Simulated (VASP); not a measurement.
# Mg in VASP: a series of runs, part 3 of 3

VASP 6.6.1. Earlier steps stand in the parts before.

### Step 4. Relaxation of cell and atoms, PBE

This run uses another cell than the first one: it holds 2 atoms, not 6.

Input file INCAR:

```
PREC = Accurate
ENCUT = 600
EDIFF = 1E-6
ISMEAR = 0
SIGMA = 0.1
LREAL = False
LASPH = True
NELM = 60
ALGO = Fast
ISIF = 3
LWAVE = False
LCHARG = False
GGA = PE
IBRION = 2
NSW = 100
EDIFFG = -0.01
```

Input file KPOINTS:

```
regular mesh
0
Gamma
  21 21 10
```

Input file POSCAR:

```
Mg
1.0
    3.1643384276      0.0000000000      0.0000000000
   -1.5821692138      2.7403974645      0.0000000000
    0.0000000000      0.0000000000      5.3096401599
Mg
2
Direct
    0.6666666667      0.3333333333      0.7500000000
    0.3333333333      0.6666666667      0.2500000000
```

Potentials or basis: VASP PAW PBE potentials, release 64 (Mg).

Run with:

```console
$ cat potpaw_PBE.64/Mg/POTCAR > POTCAR
$ mpirun -np 1 vasp_std > vasp.out
```

OUTCAR:

```text
PREC = Accurate
   ENCUT = 600
   EDIFF = 1E-6
   ISMEAR = 0
   LREAL = False
   LASPH = True
   NELM = 60
   ISIF = 3
   GGA = PE
   IBRION = 2
   NSW = 100
   EDIFFG = -0.01

 ion  position               nearest neighbor table
   1  0.667  0.333  0.750-   2 3.22   2 3.22   2 3.22   2 3.22   2 3.22   2 3.22
   2  0.333  0.667  0.250-   1 3.22   1 3.22   1 3.22   1 3.22   1 3.22   1 3.22

  LATTYP: Found a hexagonal cell.
 ALAT       =     3.1643384276
 C/A-ratio  =     1.6779621654

  Lattice vectors:

 A1 = (   3.1643384276,   0.0000000000,   0.0000000000)
 A2 = (  -1.5821692138,   2.7403974645,   0.0000000000)
 A3 = (   0.0000000000,   0.0000000000,   5.3096401599)

Analysis of symmetry for initial positions (statically):
=====================================================================
 Subroutine PRICEL returns:
 Original cell was already a primitive cell.

 Routine SETGRP: Setting up the symmetry group for a
 hexagonal supercell.

 Subroutine GETGRP returns: Found 24 space group operations
 (whereof 12 operations were pure point group operations)
 out of a pool of 24 trial point group operations.

The static configuration has the point symmetry D_3d.
 The point group associated with its full space group is D_6h.

Analysis of symmetry for dynamics (positions and initial velocities):
=====================================================================
 Subroutine PRICEL returns:
 Original cell was already a primitive cell.

 Routine SETGRP: Setting up the symmetry group for a
 hexagonal supercell.

 Subroutine GETGRP returns: Found 24 space group operations
 (whereof 12 operations were pure point group operations)
 out of a pool of 24 trial point group operations.

The dynamic configuration has the point symmetry D_3d.
 The point group associated with its full space group is D_6h.

 Subroutine INISYM returns: Found 24 space group operations
 (whereof 12 operations are pure point group operations),
 and found     1 'primitive' translations

----------------------------------------------------------------------------------------

                                     Primitive cell

  volume of cell :      46.0428

  direct lattice vectors                    reciprocal lattice vectors
     3.164338428  0.000000000  0.000000000     0.316021823  0.182455285  0.000000000
    -1.582169214  2.740397464  0.000000000     0.000000000  0.364910570  0.000000000
     0.000000000  0.000000000  5.309640160     0.000000000  0.000000000  0.188336680

  length of vectors
     3.164338428  3.164338428  5.309640160     0.364910570  0.364910570  0.188336680

  position of ions in fractional coordinates (direct lattice)
     0.666666667  0.333333333  0.750000000
     0.333333333  0.666666667  0.250000000

  ion indices of the primitive-cell ions
   primitive index   ion index
                 1           1
                 2           2

----------------------------------------------------------------------------------------

 KPOINTS: regular mesh

Automatic generation of k-mesh.
 Grid dimensions read from file:
[... 48 lines left out ...]
   number of dos      NEDOS =    301   number of ions     NIONS =      2
   total plane-waves  NPLWV =  32928
   dimension x,y,z NGX =    28 NGY =   28 NGZ =   42
   dimension x,y,z NGXF=    56 NGYF=   56 NGZF=   84
   ions per type =               2
   NGX,Y,Z   is equivalent  to a cutoff of  14.71, 14.71, 13.15 a.u.
   NGXF,Y,Z  is equivalent  to a cutoff of  29.42, 29.42, 26.30 a.u.
 SYSTEM =  unknown system
   PREC   = accura    normal or accurate (medium, high low for compatibility)
   ISTART =      0    job   : 0-new  1-cont  2-samecut
   ICHARG =      2    charge: 1-file 2-atom 10-const
   ISPIN  =      1    spin polarized calculation?
   LNONCOLLINEAR =      F non collinear calculations
   LSORBIT =      F    spin-orbit coupling
   LASPH  =      T    aspherical Exc in radial PAW
   ENCUT  =  600.0 eV  44.10 Ry    6.64 a.u.   6.32  6.32 10.60*2*pi/ulx,y,z
   NELM   =     60;   NELMIN=  2; NELMDL= -5     # of ELM steps
   EDIFF  = 0.1E-05   stopping-criterion for ELM
   LREAL  =      F    real-space projection
   EDIFFG = -.1E-01   stopping-criterion for IOM
   NSW    =    100    number of steps for IOM
   IBRION =      2    ionic relax: 0-MD 1-quasi-New 2-CG
   NFREE  =      1    steps in history (QN), initial steepest desc. (CG)
   ISIF   =      3    stress and relaxation
   ISYM   =      2    0-nonsym 1-usesym 2-fastsym
   POTIM  = 0.5000    time-step for ionic-motion
   TEBEG  =    0.0;   TEEND  =   0.0 temperature during run
   PSTRESS=    0.0 pullay stress
   NELECT =       4.0000    total number of electrons
   NUPDOWN=      -1.0000    fix difference up-down
   EMIN   =  10.00;   EMAX   =-10.00  energy-range for DOS
   EFERMI =   0.00;   METHOD = LEGACY
   ISMEAR =     0;   SIGMA  =   0.10  broadening in eV -4-tet -1-fermi 0-gaus
   EFERMI_NEDOS =   21; number of points for ismear=-14 and -15
   IALGO  =     68    algorithm
   IMIX   =      4    mixing-type and parameters
     AMIX     =   0.40;   BMIX     =  1.00
     AMIX_MAG =   1.60;   BMIX_MAG =  1.00
  volume/ion in A,a.u.               =      23.02       155.36
  Fermi-wavevector in a.u.,A,eV,Ry     =   0.725061  1.370166  7.152758  0.525713
  Thomas-Fermi vector in A             =   1.815687
   LORBIT       =      0    0 simple, 1 ext, 2 COOP (PROOUT), +10 PAW based schemes
   GGA     = PE    functional components
   LHFCALC =     F    Hartree Fock is set to
   AEXX    =    0.0000 exact exchange contribution
   IVDW    =     0    specifies the selected vdW correction
   LEPSILON=     F    determine dielectric tensor
   LRPA    =     F    only Hartree local field effects (RPA)
 conjugate gradient relaxation of ions
 non-spin polarized calculation
 RMM-DIIS sequential band-by-band and
 Gauss-broadening in eV      SIGMA  =   0.10
  energy-cutoff  :      600.00
  volume of cell :       46.04
 maximum number of plane-waves:      1556
 NGX is ok and might be reduce to    28

--------------------------------------- Ionic step        1  -------------------------------------------

 number of electron       4.0000000 magnetization

 Free energy of the ion-electron system (eV)
  ---------------------------------------------------
  ext. energy  EPLUGINS =         0.00000000
  ---------------------------------------------------
  free energy    TOTEN  =        -3.01061401 eV

  energy without entropy =       -3.00626532  energy(sigma->0) =       -3.00843967

------------------------ aborting loop because EDIFF is reached ----------------------------------------

  FORCE on cell =-STRESS in cart. coord.  units (eV):
  Direction    XX          YY          ZZ          XY          YZ          ZX
  --------------------------------------------------------------------------------------
  -------------------------------------------------------------------------------------
  Total        0.1022078      0.1022078     -0.3553510      0.0000000      0.0000000     -0.0000000
  in kB        3.5565848      3.5565848    -12.3653527      0.0000000      0.0000000     -0.0000000
  external PRESSURE =      -1.7507277 kB  Pullay stress =       0.0000000 kB
[... 167 lines left out ...]
--------------------------------------- Ionic step        6  -------------------------------------------

 number of electron       4.0000000 magnetization

 Free energy of the ion-electron system (eV)
  ---------------------------------------------------
  ext. energy  EPLUGINS =         0.00000000
  ---------------------------------------------------
  free energy    TOTEN  =        -3.01583680 eV

  energy without entropy =       -3.01214879  energy(sigma->0) =       -3.01399279

 E-fermi :   2.6534     XC(G=0):  -8.5027

 val. band max:        2.6159676413   @ k =   0.0952   0.0476   0.1000
 cond. band min:       2.6557783973   @ k =   0.2381   0.1905   0.1000
 fundamental gap:      0.0398107561
 Fermi energy:         2.6533823895

 k-point     1 :       0.0000    0.0000    0.0000
  band No.  band energies     occupation
      1      -4.2948      2.00000
      2       0.9610      2.00000
      3       1.4076      2.00000
      4      13.6185      0.00000
      5      13.6185      0.00000
      6      13.7411      0.00000
[... 199 lines left out ...]
 k-point    24 :       0.1905    0.0952    0.0000
  band No.  band energies     occupation
      1      -3.0488      2.00000
      2       2.1071      2.00000
      3       2.5874      1.64914
      4       6.8947      0.00000
      5       8.5856      0.00000
      6      11.5979      0.00000

 [... further k-points ...]

------------------------ aborting loop because EDIFF is reached ----------------------------------------

  FORCE on cell =-STRESS in cart. coord.  units (eV):
  Direction    XX          YY          ZZ          XY          YZ          ZX
  --------------------------------------------------------------------------------------
  -------------------------------------------------------------------------------------
  Total        0.0009471      0.0009471      0.0009751      0.0000000      0.0000000     -0.0000000
  in kB        0.0331722      0.0331722      0.0341538      0.0000000      0.0000000     -0.0000000
  external PRESSURE =       0.0334994 kB  Pullay stress =       0.0000000 kB
[... 17 lines left out ...]
  FREE ENERGIE OF THE ION-ELECTRON SYSTEM (eV)
  ---------------------------------------------------
  free  energy   TOTEN  =        -3.0158367986 eV

  energy  without entropy=       -3.0121487871  energy(sigma->0) =       -3.01399279

 reached required accuracy - stopping structural energy minimisation
```

OSZICAR:

```text
N       E                     dE             d eps       ncg     rms          rms(c)
DAV:   1     0.226214274795E+00    0.22621E+00   -0.13682E+03  3456   0.522E+02
DAV:   2    -0.299974570730E+01   -0.32260E+01   -0.30663E+01  4476   0.300E+01
[... 27 lines left out ...]
   5 F= -.30157430E+01 E0= -.30139052E+01  d E =-.512903E-02
       N       E                     dE             d eps       ncg     rms          rms(c)
DAV:   1    -0.301584062558E+01   -0.97548E-04   -0.68816E-04  4860   0.164E-01    0.881E-03
RMM:   2    -0.301583878585E+01    0.18397E-05   -0.24041E-06  2895   0.127E-02    0.559E-03
RMM:   3    -0.301583678329E+01    0.20026E-05   -0.27888E-07  1948   0.481E-03    0.265E-04
RMM:   4    -0.301583679862E+01   -0.15331E-07   -0.61843E-09  1076   0.120E-03
   6 F= -.30158368E+01 E0= -.30139928E+01  d E =-.937577E-04
```

Run time: 1.7 min. Hardware: 1 thread of AMD EPYC 9R45 (Zen 5), shared host; peak memory 0.24 GiB.

What came out:

| Item | Value |
| --- | --- |
| Free energy | -3.0158 eV |
| Relaxed volume | 22.87 Å³/atom |
| Relaxed cell | a = 3.192 Å, b = 3.192 Å, c = 5.184 Å, α = 90.00°, β = 90.00°, γ = 120.00° |
| Space group after relaxing (to 0.1 Å) | P6_3/mmc (No. 194) |
| Energy gained by relaxing | 2.6 meV/atom |
| Ionic steps | 6 |
| Pressure after relaxing | 0.0 GPa |
| Band gap on the k mesh | zero (bands 2 and 3 overlap by 2.36 eV) |

Step by step:
| step | energy change (eV) | largest force (eV/Å) | pressure (GPa) | volume (Å³) |
| --- | --- | --- | --- | --- |
| 1 | 0.0000 | 0.0000 | -0.18 | 46.04 |
| 2 | -0.0030 | 0.0000 | -0.08 | 45.87 |
| 3 | -0.0051 | 0.0000 | 0.11 | 45.61 |
| 4 | -0.0051 | 0.0000 | 0.14 | 45.57 |
| 5 | -0.0051 | 0.0000 | 0.15 | 45.56 |
| 6 | -0.0052 | 0.0000 | 0.00 | 45.74 |

Final structure:
```
Mg
1.0
     3.19185    0.00000    0.00000
    -1.59593    2.76423    0.00000
     0.00000    0.00000    5.18436
Mg
2
Direct
  0.66667 0.33333 0.75000
  0.33333 0.66667 0.25000
```

Levels at points of the mesh, in eV from the Fermi level:
```csv
k point,band 1,band 2,band 3,band 4,band 5
"(0.00, 0.00, 0.00)",-6.95,-1.69,-1.25,10.97,10.97
"(0.00, 0.00, 0.50)",-5.55,-5.55,5.04,5.04,11.71
```

### Step 5. The runs side by side

```tsv
task	cell	k mesh	cutoff (eV)	gap on the mesh (eV)	pressure (GPa)
single point	a = 5.479, b = 6.176, c = 5.482 Å, angles 116.3, 60.1, 116.2°, 6 atoms, atomic positions A	4 × 4 × 4	520	none	-0.1
single point	a = 3.197, b = 3.197, c = 5.190 Å, angles 90.0, 90.0, 120.0°, 2 atoms, atomic positions B	21 × 21 × 10	520	none	-0.2
relaxation of cell and atoms	relaxed from a = 3.164, b = 3.164, c = 5.310 Å, angles 90.0, 90.0, 120.0°, 2 atoms, atomic positions B	21 × 21 × 10	600	none	0.0
```

Alike in all rows: level PBE; potentials or basis VASP PAW PBE potentials, release 64 (Mg); no spin polarisation; smearing gaussian 0.1 eV.

Total energies depend on the potentials used, so only differences within one code and one set of settings carry meaning.
